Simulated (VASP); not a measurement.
A run of VASP 6.6.1 is set up as follows.

Contents of INCAR:

```
PREC     = Accurate       # precision mode
ENCUT    = 600            # plane-wave cutoff, eV
EDIFF    = 1E-6           # SCF threshold, eV
ISMEAR   = 0              # smearing method
SIGMA    = 0.1            # smearing width, eV
LREAL    = F              # projectors in reciprocal space
LASPH    = T              # aspherical terms in the spheres
NELM     = 100            # most SCF steps
ALGO     = Normal         # electronic algorithm
ISIF     = 3              # what is computed and relaxed
LWAVE    = F              # write WAVECAR
LCHARG   = F              # write CHGCAR
GGA      = PE             # functional
IBRION   = 2              # ionic algorithm
NSW      = 100            # ionic steps
EDIFFG   = -0.01          # ionic threshold
```

Contents of KPOINTS:

```
regular mesh
0
Gamma
  12 12 6
```

The input POSCAR:

```
Si3S2
1.0
    4.2294851707      0.0000000000      0.0000000000
   -2.1147425853      3.6628416027      0.0000000000
    0.0000000000      0.0000000000      5.5459083727
Si S
3 2
Direct
    0.0000000000      0.0000000000      0.0000000000
    0.3333333333      0.6666666667      0.7740772963
    0.6666666667      0.3333333333      0.2259227037
    0.3333333333      0.6666666667      0.3554851275
    0.6666666667      0.3333333333      0.6445148725
```

Potentials or basis: VASP PAW PBE potentials, release 64 (Si, S).

Command:

```console
$ cat potpaw_PBE.64/Si/POTCAR potpaw_PBE.64/S/POTCAR > POTCAR
$ mpirun -np 1 vasp_std > vasp.out
```

Estimate the band gap on the k mesh.

zero (bands 12 and 13 overlap by 2.12 eV).

Predict the relaxed cell.

a = 4.257 Å, b = 4.257 Å, c = 5.483 Å, α = 90.00°, β = 90.00°, γ = 120.00°.

Forces in eV/Å, atoms in the order of the input:
```
Si   0.000  0.000  0.000
Si   0.000  0.000 -0.003
Si   0.000  0.000  0.003
S    0.000  0.000 -0.002
S    0.000  0.000  0.002
```
